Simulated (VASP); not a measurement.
# Pb (Im-3m) in VASP: further runs, part 2 of 2

VASP 6.6.1. The steps go on from the part before.

## 3. Single point, LDA (volume scaled by 1.04)

INCAR

```
ALGO = Fast
EDIFF = 1E-6
ENCUT = 520
GGA = CA
ISIF = 2
ISMEAR = -1
LASPH = T
LCHARG = F
LREAL = F
LWAVE = F
NBANDS = 13
NELM = 80
PREC = Accurate
SIGMA = 0.05
```

KPOINTS

```
k-points
0
Gamma
  9 9 9
```

POSCAR

```
Pb
1.0
   -2.0057107064      2.0057107064      2.0057107064
    2.0057107064     -2.0057107064      2.0057107064
    2.0057107064      2.0057107064     -2.0057107064
Pb
1
Direct
    0.0000000000      0.0000000000      0.0000000000
```

Potentials or basis: VASP PAW LDA potentials, release 64 (Pb_d).

Started as:

```
cat potpaw_LDA.64/Pb_d/POTCAR > POTCAR
mpirun -np 1 vasp_std > vasp.out
```

OUTCAR:

```text
EDIFF = 1E-6
   ENCUT = 520
   GGA = CA
   ISIF = 2
   ISMEAR = -1
   LASPH = T
   LREAL = F
   NELM = 80
   PREC = Accurate

 ion  position               nearest neighbor table
   1  0.000  0.000  0.000-

  LATTYP: Found a body centered cubic cell.
 ALAT       =     4.0114214128

  Lattice vectors:

 A1 = (  -2.0057107064,   2.0057107064,   2.0057107064)
 A2 = (   2.0057107064,  -2.0057107064,   2.0057107064)
 A3 = (   2.0057107064,   2.0057107064,  -2.0057107064)

Analysis of symmetry for initial positions (statically):
=====================================================================
 Subroutine PRICEL returns:
 Original cell was already a primitive cell.

 Routine SETGRP: Setting up the symmetry group for a
 body centered cubic supercell.

 Subroutine GETGRP returns: Found 48 space group operations
 (whereof 48 operations were pure point group operations)
 out of a pool of 48 trial point group operations.

The static configuration has the point symmetry O_h .

Analysis of symmetry for dynamics (positions and initial velocities):
[... 160 lines left out ...]
 val. band max:        6.2827600639   @ k =   0.3333   0.2222   0.0000
 cond. band min:       6.4003848668   @ k =  -0.2222   0.3333   0.1111
 fundamental gap:      0.1176248029
 Fermi energy:         6.3489985625

 k-point     1 :       0.0000    0.0000    0.0000
  band No.  band energies     occupation
      1     -10.7050      2.00000
      2     -10.7050      2.00000
      3     -10.7050      2.00000
      4     -10.5004      2.00000
      5     -10.5004      2.00000
      6      -5.0405      2.00000
      7      13.3434      0.00000
      8      13.3434      0.00000
      9      13.3434      0.00000
     10      17.3812      0.00000
     11      17.3877      0.00000
     12      17.3877      0.00000
     13      17.3877      0.00000
[... 354 lines left out ...]
  band No.  band energies     occupation
      1     -10.7003      2.00000
      2     -10.6515      2.00000
      3     -10.5686      2.00000
      4     -10.5161      2.00000
      5     -10.3986      2.00000
      6      -1.1108      2.00000
      7       3.3040      2.00000
      8       6.9825      0.00001
      9      10.6210      0.00000
     10      14.9253      0.00000
     11      16.3109      0.00000
     12      17.1557      0.00000
     13      18.7937      0.00000

 [... further k-points ...]
[... 5 lines left out ...]
  --------------------------------------------------------------------------------------
  -------------------------------------------------------------------------------------
  Total       -0.9115258     -0.9115258     -0.9115258     -0.0000000     -0.0000000     -0.0000000
  in kB      -45.2495928    -45.2495928    -45.2495928     -0.0000000     -0.0000000     -0.0000000
  external PRESSURE =     -45.2495928 kB  Pullay stress =       0.0000000 kB

 VOLUME and BASIS-vectors are now :
 -----------------------------------------------------------------------------
  energy-cutoff  :      520.00
  volume of cell :       32.27
      direct lattice vectors                 reciprocal lattice vectors
    -2.005710706  2.005710706  2.005710706     0.000000000  0.249288194  0.249288194
     2.005710706 -2.005710706  2.005710706     0.249288194  0.000000000  0.249288194
     2.005710706  2.005710706 -2.005710706     0.249288194  0.249288194  0.000000000

 POSITION                                       TOTAL-FORCE (eV/Angst)
 -----------------------------------------------------------------------------------
      0.00000      0.00000      0.00000         0.000000     -0.000000      0.000000
 -----------------------------------------------------------------------------------
    total drift:                               -0.000000     -0.000000     -0.000000

  FREE ENERGIE OF THE ION-ELECTRON SYSTEM (eV)
  ---------------------------------------------------
  free  energy   TOTEN  =        -4.1509119659 eV

  energy  without entropy=       -4.1428638051  energy(sigma->0) =       -4.14688789
```

stdout:

```text
POSCAR found type information on POSCAR Pb
 POSCAR found :  1 types and       1 ions
 scaLAPACK will be used
 LDA part: xc-table for (Slater(with rela. corr.)+CA(PZ))
 , standard interpolation
 POSCAR, INCAR and KPOINTS ok, starting setup
 FFT: planning ... GRIDC
 FFT: planning ... GRID_SOFT
 FFT: planning ... GRID
 WAVECAR not read
 entering main loop
```

It took 10 s on 1 thread of Intel Xeon Platinum 8488C (Sapphire Rapids), shared host; peak memory 0.14 GiB.

Results:

* Free energy: -4.1509 eV
* Pressure: -4.5 GPa
* Band gap on the k mesh: zero (band 7 reaches 13.34 eV, above the bottom of band 8 at 4.43 eV)

Caveat: spin-orbit coupling is left out, which moves the levels of the heavy elements.

## 4. Single point, LDA (volume scaled by 1.06)

INCAR

```
SYSTEM = Pb
  PREC = Accurate
  ENCUT = 520
  EDIFF = 1E-6
  ISMEAR = -1
  SIGMA = 0.05
  LREAL = .FALSE.
  LASPH = .TRUE.
  NELM = 60
  ALGO = Normal
  ISIF = 2
  LWAVE = .FALSE.
  LCHARG = .FALSE.
  GGA = CA
  NBANDS = 13
```

KPOINTS

```
regular mesh
0
G
  9 9 9
  0 0 0
```

POSCAR

```
Pb
1.0
   -2.0184862782      2.0184862782      2.0184862782
    2.0184862782     -2.0184862782      2.0184862782
    2.0184862782      2.0184862782     -2.0184862782
Pb
1
Direct
    0.0000000000      0.0000000000      0.0000000000
```

Started as:

```
cat potpaw_LDA.64/Pb_d/POTCAR > POTCAR
mpirun -np 1 vasp_std > vasp.out
```

Run time: 9.5 s. Hardware: 1 thread of Intel Xeon Platinum 8488C (Sapphire Rapids), shared host; peak memory 0.14 GiB.

Results (log left out):

```yaml
Free_energy: -4.1326 eV
Pressure: -5.0 GPa
Band_gap_on_the_k_mesh: zero (band 7 reaches 12.99 eV, above the bottom of band 8 at 4.28 eV)
```

Levels at points of the mesh, in eV from the Fermi level:
```csv
k point,band 5,band 6,band 7,band 8,band 9,band 10
"(0.00, 0.00, 0.00)",-16.84,-11.26,6.84,6.84,6.84,10.77
```

Caveat: spin-orbit coupling is left out, which moves the levels of the heavy elements.

## 5. Single point, RPBE, collinear spin, ferromagnetic start (volume scaled by 0.94)

INCAR

```
SYSTEM = Pb
PREC = Accurate
ENCUT = 520
EDIFF = 1E-6
ISMEAR = -5
SIGMA = 0.05
LREAL = .FALSE.
LASPH = .TRUE.
NELM = 150
ALGO = Normal
ISIF = 2
LWAVE = .FALSE.
LCHARG = .TRUE.
ISPIN = 2
MAGMOM = 1
LORBIT = 11
NUPDOWN = 1.0
GGA = RP
LELF = .TRUE.
LVHAR = .TRUE.
NBANDS = 17
```

KPOINTS is that of step 4.

POSCAR

```
Pb
1.0
   -1.9392470115      1.9392470115      1.9392470115
    1.9392470115     -1.9392470115      1.9392470115
    1.9392470115      1.9392470115     -1.9392470115
Pb
1
Direct
    0.0000000000      0.0000000000      0.0000000000
```

Potentials or basis: VASP PAW PBE potentials, release 64 (Pb_d).

Started as:

```
cat potpaw_PBE.64/Pb_d/POTCAR > POTCAR
mpirun -np 1 vasp_std > vasp.out
```

Run time: 17 s. Hardware: 1 thread of Intel Xeon 6975P-C (Granite Rapids), shared host; peak memory 0.18 GiB.

It converged, with:

* Free energy: -2.3890 eV
* Pressure: 9.9 GPa
* Net moment: 1.00 μB per cell
* Site moments: Pb +0.45 μB
* Valence electrons inside the program's atomic spheres: Pb 12.00

Caveat: the PAW data sets were made with another functional, which shifts forces and pressure a little; spin-orbit coupling is left out, which moves the levels of the heavy elements; the total moment is fixed, so each spin has its own Fermi level.

## 6. Single point, RPBE, collinear spin, ferromagnetic start (volume scaled by 0.96)

INCAR

```
ALGO = Normal
EDIFF = 1E-6
ENCUT = 520
GGA = RP
ISIF = 2
ISMEAR = -5
ISPIN = 2
LASPH = T
LCHARG = F
LORBIT = 11
LREAL = F
LWAVE = F
MAGMOM = 1
NBANDS = 17
NELM = 150
NUPDOWN = 1.0
PREC = Accurate
SIGMA = 0.05
```

KPOINTS

```
k-points
0
Gamma
  9 9 9
```

POSCAR

```
Pb
1.0
   -1.9529041306      1.9529041306      1.9529041306
    1.9529041306     -1.9529041306      1.9529041306
    1.9529041306      1.9529041306     -1.9529041306
Pb
1
Direct
    0.0000000000      0.0000000000      0.0000000000
```

Potentials or basis: VASP PAW PBE potentials, release 64 (Pb_d).

Started as:

```
cat potpaw_PBE.64/Pb_d/POTCAR > POTCAR
mpirun -np 1 vasp_std > vasp.out
```

Wall time 17 s (1 thread of Intel Xeon 6975P-C (Granite Rapids), shared host); peak memory 0.18 GiB.

It converged, with:

- Free energy: -2.4248 eV
- Pressure: 8.5 GPa
- Net moment: 1.00 μB per cell
- Site moments: Pb +0.44 μB
- Valence electrons inside the program's atomic spheres: Pb 11.98

Caveat: the PAW data sets were made with another functional, which shifts forces and pressure a little; spin-orbit coupling is left out, which moves the levels of the heavy elements; the total moment is fixed, so each spin has its own Fermi level.

## 7. The runs side by side

```tsv
level	potentials or basis	spin	fixed moment (μB)	cell	smearing	gap on the mesh (eV)	pressure (GPa)	moment (μB)
LDA	VASP PAW LDA potentials, release 64 (Pb_d)	off	-	a = 3.452 Å, angles 109.5°, 1 atom	fermi-dirac 0.05 eV	none	-4.0	-
LDA	VASP PAW LDA potentials, release 64 (Pb_d)	off	-	a = 3.474 Å, angles 109.5°, 1 atom	fermi-dirac 0.05 eV	none	-4.5	-
LDA	VASP PAW LDA potentials, release 64 (Pb_d)	off	-	a = 3.496 Å, angles 109.5°, 1 atom	fermi-dirac 0.05 eV	none	-5.0	-
RPBE	VASP PAW PBE potentials, release 64 (Pb_d)	collinear, ferromagnetic start	1.0	a = 3.359 Å, angles 109.5°, 1 atom	tetrahedron	-	9.9	1.00
RPBE	VASP PAW PBE potentials, release 64 (Pb_d)	collinear, ferromagnetic start	1.0	a = 3.383 Å, angles 109.5°, 1 atom	tetrahedron	-	8.5	1.00
```

Alike in all rows: task single point; k mesh 9 × 9 × 9; cutoff (eV) 520.

Caveats: spin-orbit coupling is left out, which moves the levels of the heavy elements; the PAW data sets were made with another functional, which shifts forces and pressure a little (some runs); the total moment is fixed, so each spin has its own Fermi level (some runs).

Total energies depend on the potentials used, so only differences within one code and one set of settings carry meaning.
